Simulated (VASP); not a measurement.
Write the native input for VASP 6.6.1 that does the following.

* Task: single point
* Functional: LDA
* Potentials or basis: VASP PAW LDA potentials, release 64 (Cu_sv_GW)
* Cutoff: 820 eV
* k mesh: 13 × 13 × 13
* Occupations: fermi-dirac, width 0.05 eV
* Spin: no spin polarisation
* Dipole correction: no
* Further INCAR settings: ALGO = Normal; EDIFF = 1e-06; NBANDS = 16

The structure of Cu lies in POSCAR:

```
Cu
1.0
    0.0000000000      1.8429501765      1.8429501765
    1.8429501765      0.0000000000      1.8429501765
    1.8429501765      1.8429501765      0.0000000000
Cu
1
Direct
    0.0000000000      0.0000000000      0.0000000000
```

These files were run (other wordings do the same):

INCAR

```
PREC     = Accurate       # precision mode
ENCUT    = 820            # plane-wave cutoff, eV
EDIFF    = 1E-6           # SCF threshold, eV
ISMEAR   = -1             # smearing method
SIGMA    = 0.05           # smearing width, eV
LREAL    = F              # projectors in reciprocal space
LASPH    = T              # aspherical terms in the spheres
NELM     = 120            # most SCF steps
ALGO     = Normal         # electronic algorithm
ISIF     = 2              # what is computed and relaxed
LWAVE    = F              # write WAVECAR
LCHARG   = F              # write CHGCAR
NBANDS   = 16             # bands
GGA_COMPAT= F
```

KPOINTS

```
Automatic mesh
0
Gamma
  13 13 13
```

Potentials or basis: VASP PAW LDA potentials, release 64 (Cu_sv_GW).

Run with:

```console
$ cat potpaw_LDA.64/Cu_sv_GW/POTCAR > POTCAR
$ mpirun -np 1 vasp_std > vasp.out
```

It gave:

```json
{
  "Pressure": "-19.7 GPa",
  "Band gap on the k mesh": "zero (an odd number of electrons rules out a gap without spin polarisation)"
}
```

Caveat: the cell stands under tension.

Wall time 20 s on 1 thread of AMD EPYC 7R13 Processor (Zen 3), on a shared host, peak memory 0.13 GiB.
